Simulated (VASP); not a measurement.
**TiO2: single point with LDA**

Crystal: TiO2.

```
Ti O
1.0
     5.29100    0.00000    0.00000
    -2.64550    4.58214    0.00000
     0.00000    0.00000    6.13300
Ti O
3 6
Direct
  0.45300 0.00000 0.33333
  0.00000 0.45300 0.66667
  0.54700 0.54700 0.00000
  0.40800 0.30300 0.21500
  0.69700 0.10500 0.54833
  0.89500 0.59200 0.88167
  0.30300 0.40800 0.78500
  0.10500 0.69700 0.45167
  0.59200 0.89500 0.11833
```

```json
{"Program": "VASP 6.6.1", "Task": "single point", "Functional": "LDA", "Potentials or basis": "VASP PAW LDA potentials, release 64 (Ti_sv, O)", "Cutoff": "700 eV", "k mesh": "3 × 3 × 2, shifted", "Occupations": "gaussian, width 0.01 eV", "Spin": "no spin polarisation"}
```

```
Pressure               : 0.7 GPa
Largest force          : 2.173 eV/Å
Band gap on the k mesh : 3.94 eV (least direct gap 3.97 eV)
```

Forces on the atoms (eV/Å):
```
Ti  -2.172  0.001  0.000
Ti   1.087 -1.881  0.000
Ti   1.087  1.882  0.000
O    0.535 -1.325  1.269
O    0.880  1.123  1.269
O   -1.413  0.199  1.268
O   -1.414 -0.199 -1.269
O    0.533  1.324 -1.269
O    0.879 -1.124 -1.268
```

Stress tensor (GPa, compression positive):
```
-0.93  0.00  0.00
 0.00 -0.93  0.00
 0.00  0.00  3.86
```

Levels at points of the mesh, in eV from the valence-band top:
| k point | band 32 | band 33 | band 34 | band 35 | band 36 | band 37 | band 38 | band 39 | band 40 | band 41 |
| --- | --- | --- | --- | --- | --- | --- | --- | --- | --- | --- |
| (0.17, 0.17, 0.25) | -0.72 | -0.58 | -0.39 | -0.25 | -0.05 | 4.00 | 4.17 | 4.46 | 4.68 | 4.89 |

It took 110 s on 1 thread of Intel(R) Xeon(R) Platinum 8259CL CPU @ 2.50GHz (Skylake/Cascade Lake), on a shared host, peak memory 0.28 GiB.

Caveat: a shifted mesh leaves out Γ, where band edges can lie; forces of over 1 eV/Å act on the atoms, so gaps and moduli don't describe the material at rest. As with any semilocal functional, this LDA gap is likely too small.
